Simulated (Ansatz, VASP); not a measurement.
Ag in VASP and in Ansatz

```
Ag
1.0
     2.88620    0.00000    0.00000
    -1.44310    2.49952    0.00000
     0.00000    0.00000    9.70000
Ag
4
Direct
  0.33333 0.66667 0.25000
  0.66667 0.33333 0.75000
  0.00000 0.00000 0.00000
  0.00000 0.00000 0.50000
```

Change from the starting cell: zz strain of -3 %.

Alike in both runs: task single point; functional PBE; k mesh 14 × 14 × 4; occupations fermi-dirac, width 0.08 eV; no spin polarisation.

|  | VASP | Ansatz |
| --- | --- | --- |
| version | VASP 6.6.1 | Ansatz 0.2.0 |
| potentials or method | VASP PAW PBE potentials, release 64 (Ag), cutoff 520 eV | all-electron LAPW, scalar-relativistic |

```csv
,VASP,Ansatz,Ansatz less VASP
pressure (GPa),2.0,2.2,+0.12
"traceless stress, the component that is largest in VASP (GPa)",-2.01,-2.02,-0.007
```

Ansatz ran all-electron here, and VASP with PAW potentials.
